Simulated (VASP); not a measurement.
## Pt: single point with PBE

The system is Pt.

```
CELL_PARAMETERS angstrom
5.06642 0.00000 0.00000
0.00000 5.06642 0.00000
0.00000 0.00000 5.06642
ATOMIC_POSITIONS crystal
Pt 0.00000 0.00000 0.00000
Pt 0.50000 0.50000 0.50000
Pt 0.25000 0.00000 0.50000
Pt 0.75000 0.00000 0.50000
Pt 0.50000 0.25000 0.00000
Pt 0.50000 0.75000 0.00000
Pt 0.00000 0.50000 0.25000
Pt 0.00000 0.50000 0.75000
```

```yaml
Program: VASP 6.6.1
Task: single point
Functional: PBE
Potentials_or_basis: VASP PAW PBE potentials, release 64 (Pt)
Cutoff: 520 eV
k_mesh: 7 × 7 × 7
Occupations: fermi-dirac, width 0.1 eV
Spin: no spin polarisation
```

```yaml
Pressure: -0.6 GPa
Band_gap_on_the_k_mesh: zero (bands 40 and 41 overlap by 0.44 eV)
```

Levels at points of the mesh, in eV from the Fermi level:
```
           k point  band 37  band 38  band 39  band 40  band 41  band 42  band 43  band 44
(0.00, 0.00, 0.00)    -0.19    -0.19     0.17     0.17     0.17     2.32     2.32     2.32
```

Wall time 2.5 min on 1 thread of Intel(R) Xeon(R) Platinum 8375C CPU @ 2.90GHz (Ice Lake), on a shared host, peak memory 0.29 GiB.

Caveat: spin-orbit coupling is left out, which moves the levels of the heavy elements.
